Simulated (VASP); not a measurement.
# Hf (P6_3/mmc) in VASP: a series of runs

Hf is run at these levels: PBE; tasks: electric field gradients.

Program: VASP 6.6.1. These are calculated values, not measurements. Logs are shortened: lines on timing, memory, paths and dates and some standing lists are left out, and cuts for length are marked.

## 1. The cell of the first run

Symmetry: P6_3/mmc, No. 194, hexagonal system. Conventional cell: a = 3.131 Å, b = 3.131 Å, c = 4.955 Å, α = 90.00°, β = 90.00°, γ = 120.00°. Hf (site symmetry -6m2) has 12 Hf at 3.07 to 3.13 Å within 4.0 Å.

## 2. Electric field gradients, PBE (volume scaled by 0.94)

Input file INCAR:

```
ALGO = Normal
EDIFF = 1E-8
ENCUT = 520
GGA = PE
ISIF = 2
ISMEAR = -1
LASPH = T
LCHARG = F
LEFG = T
LREAL = F
LWAVE = F
NBANDS = 17
NELM = 80
PREC = Accurate
SIGMA = 0.05
```

Input file KPOINTS:

```
k-points
0
Gamma
  13 13 7
```

Input file POSCAR:

```
Hf
1.0
    3.1314414681      0.0000000000      0.0000000000
   -1.5657207340      2.7119078618      0.0000000000
    0.0000000000      0.0000000000      4.9545506207
Hf
2
Direct
    0.3333333333      0.6666666667      0.2500000000
    0.6666666667      0.3333333333      0.7500000000
```

Potentials or basis: VASP PAW PBE potentials, release 64 (Hf_pv).

On the command line:

```console
$ cat potpaw_PBE.64/Hf_pv/POTCAR > POTCAR
$ mpirun -np 1 vasp_std > vasp.out
```

OUTCAR:

```text
EDIFF = 1E-8
   ENCUT = 520
   GGA = PE
   ISIF = 2
   ISMEAR = -1
   LASPH = T
   LREAL = F
   NELM = 80
   PREC = Accurate

 ion  position               nearest neighbor table
   1  0.333  0.667  0.250-   2 3.07   2 3.07   2 3.07   2 3.07   2 3.07   2 3.07
   2  0.667  0.333  0.750-   1 3.07   1 3.07   1 3.07   1 3.07   1 3.07   1 3.07

  LATTYP: Found a hexagonal cell.
 ALAT       =     3.1314414681
 C/A-ratio  =     1.5821948681

  Lattice vectors:

 A1 = (   3.1314414681,   0.0000000000,   0.0000000000)
 A2 = (  -1.5657207340,   2.7119078618,   0.0000000000)
 A3 = (   0.0000000000,   0.0000000000,   4.9545506207)

Analysis of symmetry for initial positions (statically):
=====================================================================
 Subroutine PRICEL returns:
 Original cell was already a primitive cell.

 Routine SETGRP: Setting up the symmetry group for a
 hexagonal supercell.

 Subroutine GETGRP returns: Found 24 space group operations
 (whereof 12 operations were pure point group operations)
 out of a pool of 24 trial point group operations.

The static configuration has the point symmetry D_3d.
 The point group associated with its full space group is D_6h.

Analysis of symmetry for dynamics (positions and initial velocities):
=====================================================================
 Subroutine PRICEL returns:
 Original cell was already a primitive cell.

 Routine SETGRP: Setting up the symmetry group for a
 hexagonal supercell.

 Subroutine GETGRP returns: Found 24 space group operations
 (whereof 12 operations were pure point group operations)
 out of a pool of 24 trial point group operations.

The dynamic configuration has the point symmetry D_3d.
 The point group associated with its full space group is D_6h.

 Subroutine INISYM returns: Found 24 space group operations
 (whereof 12 operations are pure point group operations),
 and found     1 'primitive' translations

----------------------------------------------------------------------------------------

                                     Primitive cell

  volume of cell :      42.0749

  direct lattice vectors                    reciprocal lattice vectors
     3.131441468  0.000000000  0.000000000     0.319341750  0.184372046  0.000000000
    -1.565720734  2.711907862  0.000000000     0.000000000  0.368744091  0.000000000
     0.000000000  0.000000000  4.954550621     0.000000000  0.000000000  0.201834652

  length of vectors
     3.131441468  3.131441468  4.954550621     0.368744091  0.368744091  0.201834652

  position of ions in fractional coordinates (direct lattice)
     0.333333333  0.666666667  0.250000000
     0.666666667  0.333333333  0.750000000

  ion indices of the primitive-cell ions
   primitive index   ion index
                 1           1
                 2           2

----------------------------------------------------------------------------------------

 KPOINTS: k-points

Automatic generation of k-mesh.
 Grid dimensions read from file:
 generate k-points for:   13   13    7

 Generating k-lattice:

  Cartesian coordinates                     Fractional coordinates (reciprocal lattice)
     0.024564750  0.014182465  0.000000000     0.076923077  0.000000000  0.000000000
     0.000000000  0.028364930  0.000000000     0.000000000  0.076923077  0.000000000
     0.000000000  0.000000000  0.028833522     0.000000000  0.000000000  0.142857143

  Length of vectors
     0.028364930  0.028364930  0.028833522

  Shift w.r.t. Gamma in fractional coordinates (k-lattice)
     0.000000000  0.000000000  0.000000000

 Subroutine IBZKPT returns following result:
 ===========================================

 Found     84 irreducible k-points:

 Following reciprocal coordinates:
            Coordinates               Weight
  0.000000  0.000000  0.000000      1.000000
  0.076923  0.000000  0.000000      6.000000
  0.153846 -0.000000  0.000000      6.000000
  0.230769  0.000000  0.000000      6.000000
  0.307692 -0.000000  0.000000      6.000000
  0.384615  0.000000  0.000000      6.000000
[... 16 lines left out ...]
  0.076923  0.000000  0.142857     12.000000
  0.153846 -0.000000  0.142857     12.000000
 [... further k-points ...]
   k-points           NKPTS =     84   k-points in BZ     NKDIM =     84   number of bands    NBANDS=     17
   number of dos      NEDOS =    301   number of ions     NIONS =      2
   total plane-waves  NPLWV =  23040
   dimension x,y,z NGX =    24 NGY =   24 NGZ =   40
   dimension x,y,z NGXF=    48 NGYF=   48 NGZF=   80
   ions per type =               2
   NGX,Y,Z   is equivalent  to a cutoff of  12.74, 12.74, 13.42 a.u.
   NGXF,Y,Z  is equivalent  to a cutoff of  25.48, 25.48, 26.84 a.u.
 SYSTEM =  unknown system
   PREC   = accura    normal or accurate (medium, high low for compatibility)
   ISTART =      0    job   : 0-new  1-cont  2-samecut
   ICHARG =      2    charge: 1-file 2-atom 10-const
   ISPIN  =      1    spin polarized calculation?
   LNONCOLLINEAR =      F non collinear calculations
   LSORBIT =      F    spin-orbit coupling
   LASPH  =      T    aspherical Exc in radial PAW
   ENCUT  =  520.0 eV  38.22 Ry    6.18 a.u.   5.82  5.82  9.21*2*pi/ulx,y,z
   NELM   =     80;   NELMIN=  2; NELMDL= -5     # of ELM steps
   EDIFF  = 0.1E-07   stopping-criterion for ELM
   LREAL  =      F    real-space projection
   EDIFFG = 0.1E-06   stopping-criterion for IOM
   NSW    =      0    number of steps for IOM
   IBRION =     -1    ionic relax: 0-MD 1-quasi-New 2-CG
   NFREE  =      0    steps in history (QN), initial steepest desc. (CG)
   ISIF   =      2    stress and relaxation
   ISYM   =      2    0-nonsym 1-usesym 2-fastsym
   POTIM  = 0.5000    time-step for ionic-motion
   TEBEG  =    0.0;   TEEND  =   0.0 temperature during run
   PSTRESS=    0.0 pullay stress
   NELECT =      20.0000    total number of electrons
   NUPDOWN=      -1.0000    fix difference up-down
   EMIN   =  10.00;   EMAX   =-10.00  energy-range for DOS
   EFERMI =   0.00;   METHOD = LEGACY
   ISMEAR =    -1;   SIGMA  =   0.05  broadening in eV -4-tet -1-fermi 0-gaus
   EFERMI_NEDOS =   21; number of points for ismear=-14 and -15
   IALGO  =     38    algorithm
   IMIX   =      4    mixing-type and parameters
     AMIX     =   0.40;   BMIX     =  1.00
     AMIX_MAG =   1.60;   BMIX_MAG =  1.00
  volume/ion in A,a.u.               =      21.04       141.97
  Fermi-wavevector in a.u.,A,eV,Ry     =   1.277645  2.414400 22.209847  1.632378
  Thomas-Fermi vector in A             =   2.410233
   LORBIT       =      0    0 simple, 1 ext, 2 COOP (PROOUT), +10 PAW based schemes
   GGA     = PE    functional components
   LHFCALC =     F    Hartree Fock is set to
   AEXX    =    0.0000 exact exchange contribution
   IVDW    =     0    specifies the selected vdW correction
   LEPSILON=     F    determine dielectric tensor
   LRPA    =     F    only Hartree local field effects (RPA)
 non-spin polarized calculation
  energy-cutoff  :      520.00
  volume of cell :       42.07
 maximum number of plane-waves:      1152
 NGX is ok and might be reduce to    24
   NGX = 11   NGY = 11   NGZ = 19

 number of electron      19.9999996 magnetization

 Free energy of the ion-electron system (eV)
  ---------------------------------------------------
  ext. energy  EPLUGINS =         0.00000000
  ---------------------------------------------------
  free energy    TOTEN  =       -19.78905371 eV

  energy without entropy =      -19.77558613  energy(sigma->0) =      -19.78231992

 E-fermi :   5.3624     XC(G=0): -11.5663

 val. band max:        5.3547342173   @ k =   0.0000   0.0000   0.4286
 cond. band min:       5.3714518270   @ k =   0.3846   0.2308   0.2857
 fundamental gap:      0.0167176097
 Fermi energy:         5.3624161107

 k-point     1 :       0.0000    0.0000    0.0000
  band No.  band energies     occupation
      1     -25.6865      2.00000
      2     -24.7805      2.00000
      3     -24.7805      2.00000
      4     -24.6258      2.00000
      5     -24.6258      2.00000
      6     -24.6237      2.00000
[... 9 lines left out ...]
     16       8.1256      0.00000
     17      11.0244      0.00000

 k-point     2 :       0.0769    0.0000    0.0000
  band No.  band energies     occupation
      1     -25.6678      2.00000
      2     -24.8211      2.00000
      3     -24.7941      2.00000
      4     -24.6688      2.00000
      5     -24.6322      2.00000
      6     -24.6311      2.00000
[... 9 lines left out ...]
     16       7.9392      0.00000
     17      11.1802      0.00000
[... 421 lines left out ...]
 k-point    24 :       0.1538   -0.0000    0.1429
  band No.  band energies     occupation
      1     -25.5753      2.00000
      2     -24.9214      2.00000
      3     -24.8277      2.00000
      4     -24.8216      2.00000
      5     -24.6716      2.00000
      6     -24.6559      2.00000
[... 9 lines left out ...]
     16       8.3186      0.00000
     17      11.5073      0.00000

 [... further k-points ...]
[... 5 lines left out ...]
  --------------------------------------------------------------------------------------
  -------------------------------------------------------------------------------------
  Total        2.0518937      2.0518937      2.1247843      0.0000000      0.0000000     -0.0000000
  in kB       78.1343377     78.1343377     80.9099487      0.0000000      0.0000000     -0.0000000
  external PRESSURE =      79.0595414 kB  Pullay stress =       0.0000000 kB

 VOLUME and BASIS-vectors are now :
 -----------------------------------------------------------------------------
  energy-cutoff  :      520.00
  volume of cell :       42.07
      direct lattice vectors                 reciprocal lattice vectors
     3.131441468  0.000000000  0.000000000     0.319341750  0.184372046  0.000000000
    -1.565720734  2.711907862  0.000000000     0.000000000  0.368744091  0.000000000
     0.000000000  0.000000000  4.954550621     0.000000000  0.000000000  0.201834652

 POSITION                                       TOTAL-FORCE (eV/Angst)
 -----------------------------------------------------------------------------------
     -0.00000      1.80794      1.23864        -0.000000     -0.000000      0.000000
      1.56572      0.90397      3.71591         0.000000      0.000000      0.000000
 -----------------------------------------------------------------------------------
    total drift:                                0.000000     -0.000000      0.000000

  FREE ENERGIE OF THE ION-ELECTRON SYSTEM (eV)
  ---------------------------------------------------
  free  energy   TOTEN  =       -19.7890537100 eV

  energy  without entropy=      -19.7755861287  energy(sigma->0) =      -19.78231992

 Electric field gradients (V/A^2)
---------------------------------------------------------------------
 ion       V_xx      V_yy      V_zz      V_xy      V_xz      V_yz
---------------------------------------------------------------------
   1     -47.746   -47.746    95.492    -0.000    -0.000     0.000
   2     -47.746   -47.746    95.492    -0.000     0.000    -0.000
---------------------------------------------------------------------

 Electric field gradients after diagonalization (V/A^2)
 (convention: |V_zz| > |V_xx| > |V_yy|)
----------------------------------------------------------------------
 ion       V_xx      V_yy      V_zz     asymmetry (V_yy - V_xx)/ V_zz
----------------------------------------------------------------------
   1     -47.746   -47.746    95.492       0.000
   2     -47.746   -47.746    95.492       0.000
----------------------------------------------------------------------

           NMR quadrupolar parameters

 Cq : quadrupolar parameter    Cq=e*Q*V_zz/h
 eta: asymmetry parameters     (V_yy - V_xx)/ V_zz
 Q  : nuclear electric quadrupole moment in mb (millibarn)
----------------------------------------------------------------------
 ion       Cq(MHz)       eta       Q (mb)
----------------------------------------------------------------------
   1       0.231       0.000       1.000
   2       0.231       0.000       1.000
----------------------------------------------------------------------
```

Run time: 35 s. Hardware: 1 thread of AMD EPYC 9R45 (Zen 5), shared host; peak memory 0.16 GiB.

Results:

```yaml
Free_energy: -19.7891 eV
Pressure: 7.9 GPa
Band_gap_on_the_k_mesh: zero (band 10 reaches 6.55 eV, above the bottom of band 11 at 4.99 eV)
```

Levels at points of the mesh, in eV from the Fermi level:
| k point | band 7 | band 8 | band 9 | band 10 | band 11 | band 12 | band 13 | band 14 |
| --- | --- | --- | --- | --- | --- | --- | --- | --- |
| (0.00, 0.00, 0.00) | -7.60 | -3.91 | 0.87 | 1.18 | 1.18 | 1.49 | 2.08 | 2.08 |

Electric field gradients, principal values (V/Å²):
| atom | least | middle | greatest (by size) |
| --- | --- | --- | --- |
| 1 Hf | -47.746 | -47.746 | 95.492 |
| 2 Hf | -47.746 | -47.746 | 95.492 |

Caveat: without QUAD_EFG the Cq values of the log hold for a quadrupole moment of 1 mb, not for the nuclei; spin-orbit coupling is left out, which moves the levels of the heavy elements.

(Part 1 of 3 ends here.)
